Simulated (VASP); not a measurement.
## HRh8: single point with PBE+D3(BJ)

Slab: HRh8, a slab with vacuum.

```
CELL_PARAMETERS angstrom
5.36502 0.00000 0.00000
0.00000 3.79364 0.00000
0.00000 0.00000 21.24008
ATOMIC_POSITIONS crystal
Rh 0.25000 0.50000 0.18832
Rh 0.75000 0.50000 0.18832
Rh 0.00000 0.00000 0.25147
Rh 0.50000 0.00000 0.25147
Rh 0.25000 0.50000 0.31535
Rh 0.75000 0.50000 0.31535
Rh 0.00000 0.00000 0.37383
Rh 0.50000 0.00000 0.37383
H 0.00000 0.00000 0.49153
```

* Program: VASP 6.6.1
* Task: single point
* Functional: PBE
* Dispersion: D3(BJ)
* Potentials or basis: VASP PAW PBE potentials, release 64 (Rh_pv, H)
* Cutoff: 520 eV
* k mesh: 5 × 7 × 1
* Occupations: gaussian, width 0.1 eV
* Spin: no spin polarisation

- Largest force: 1.997 eV/Å
- Dispersion energy per atom: -0.347 eV

Forces on the atoms (eV/Å):
```
Rh  -0.038  0.000  0.642
Rh   0.038  0.000  0.642
Rh   0.000  0.000 -0.776
Rh   0.000  0.000 -0.411
Rh  -0.081  0.000 -0.149
Rh   0.081  0.000 -0.149
Rh   0.000  0.000  1.948
Rh   0.000  0.000  0.250
H    0.000  0.000 -1.997
```

Levels at points of the mesh, in eV from the Fermi level:
```tsv
k point	band 57	band 58	band 59	band 60	band 61	band 62
(0.00, 0.00, 0.00)	-0.06	-0.05	0.00	0.17	0.30	0.33
```

Wall time 6.6 min on 1 thread of Intel(R) Xeon(R) 6975P-C (Granite Rapids), with other jobs on the host, peak memory 0.55 GiB.
